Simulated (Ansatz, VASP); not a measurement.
# Two plane-wave programs on Zn

```
Zn
1.0
     2.31065   -1.32264   -0.00277
     2.31065    1.32264   -0.00277
    -1.63043    0.00000    6.90208
Zn
3
Direct
  0.00000 0.00000 0.00000
  0.22473 0.22473 0.66582
  0.77527 0.77527 0.33418
```

Alike in both runs: functional PBEsol; k mesh 20 × 20 × 6; occupations gaussian, width 0.1 eV; no spin polarisation.

Ansatz relaxed the structure, and its values are those at the end. VASP's run is a single point on that final structure, the one shown.

|  | VASP | Ansatz |
| --- | --- | --- |
| version | VASP 6.6.1 | Ansatz 0.2.0 |
| potentials or method | VASP PAW PBE potentials, release 64 (Zn), cutoff 520 eV | scalar-relativistic, plane waves, PAW |
| valence electrons in the cell | 36 | 36 |

VASP gave:

```
gap on the k mesh at the Fermi level (eV) : none
pressure (GPa)                            : 0.3
```

**Question.** Estimate Ansatz's values.

**Answer.** gap on the k mesh at the Fermi level (eV): none; pressure (GPa): 0.0.

VASP's potentials were made for PBE, not for PBEsol. A gap of «none» marks a metal or a gap that the smearing closes.
